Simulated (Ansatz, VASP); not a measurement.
**CsPbBr3: VASP beside Ansatz**

INCAR

```
PREC = Accurate
ENCUT = 520
EDIFF = 1E-7
ISMEAR = 0
SIGMA = 0.05
LREAL = False
LASPH = True
NELM = 60
ALGO = Normal
ISIF = 2
LWAVE = False
LCHARG = False
GGA = PE
NBANDS = 30
```

Contents of KPOINTS:

```
Automatic mesh
0
Gamma
  6 6 6
```

POSCAR

```
CsPbBr3
1.0
    5.8700000000      0.0000000000      0.0000000000
    0.0000000000      5.8700000000      0.0000000000
    0.0000000000      0.0000000000      5.8700000000
Cs Pb Br
1 1 3
Direct
    0.0000000000      0.0000000000      0.0000000000
    0.5000000000      0.5000000000      0.5000000000
    0.0000000000      0.5000000000      0.5000000000
    0.5000000000      0.0000000000      0.5000000000
    0.5000000000      0.5000000000      0.0000000000
```

Input for Ansatz:

```yaml
crystal:
  lattice:
    - [5.87, 0.0, 0.0]
    - [0.0, 5.87, 0.0]
    - [0.0, 0.0, 5.87]
  atoms:
    - { symbol: Cs, position: [0.0, 0.0, 0.0] }
    - { symbol: Pb, position: [0.5, 0.5, 0.5] }
    - { symbol: Br, position: [0.0, 0.5, 0.5] }
    - { symbol: Br, position: [0.5, 0.0, 0.5] }
    - { symbol: Br, position: [0.5, 0.5, 0.0] }
basis:
  ecutwfc: 420
  fft_grid_basis: typed
kpoints:
  mp_grid: { grid: [6, 6, 6] }
hamiltonian:
  xc: pbe
  pseudopotentials: { kind: paw }
scf:
  occupations: { method: gaussian, width: 0.05 }
output:
  forces: true
  stress: true
  eigenvalues: true
  bader: true
  write_density: true
  volumetric_format: npy
  elf: true
```

Alike in both runs: task single point; functional PBE; k mesh 6 × 6 × 6; occupations gaussian, width 0.05 eV; no spin polarisation.

```csv
,VASP,Ansatz
version,VASP 6.6.1,Ansatz 0.2.0
potentials or method,"VASP PAW PBE potentials, release 64 (Cs_sv, Pb_d, Br), cutoff 520 eV","scalar-relativistic, plane waves, PAW"
valence electrons in the cell,44,44
```

|  | VASP | Ansatz | Ansatz less VASP |
| --- | --- | --- | --- |
| gap on the k mesh at the Fermi level (eV) | 1.53 | 1.53 | -0.006 |
| pressure (GPa) | 1.4 | 1.5 | +0.01 |

The functional is the same, so the differences come from potentials, cutoffs and numerics.

Spin-orbit coupling is off throughout.
